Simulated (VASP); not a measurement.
A run of VASP 6.6.1:

File INCAR:

```
SYSTEM = NaRu
  PREC = Accurate
  ENCUT = 520
  EDIFF = 1E-6
  ISMEAR = 0
  SIGMA = 0.1
  LREAL = .False.
  LASPH = .True.
  NELM = 100
  ALGO = Normal
  ISIF = 2
  LWAVE = .False.
  LCHARG = .False.
  GGA = PE
  NBANDS = 18
```

The input KPOINTS:

```
regular mesh
0
Gamma
  6 6 6
  0 0 0
```

The input POSCAR:

```
NaRu
1.0
    2.4454900600      1.4119043400      1.9957202800
   -2.4454900600      1.4119043400      1.9957202800
    0.0000000000     -2.8238086800      1.9957202800
Na Ru
1 1
Direct
    0.5000000000      0.5000000000      0.5000000000
    0.0000000000      0.0000000000      0.0000000000
```

Potentials or basis: VASP PAW PBE potentials, release 64 (Na_pv, Ru_pv).

Command:

```bash
$ cat potpaw_PBE.64/Na_pv/POTCAR potpaw_PBE.64/Ru_pv/POTCAR > POTCAR
$ mpirun -np 1 vasp_std > vasp.out
```

Hardware: 1 thread of Intel(R) Xeon(R) 6975P-C (Granite Rapids), with other jobs on the host.

How long does it take, and how much memory?

It took 7.9 s on 1 thread of Intel(R) Xeon(R) 6975P-C (Granite Rapids) (shared host), peak memory 0.16 GiB. Counts: scf iterations 11, k points 32.
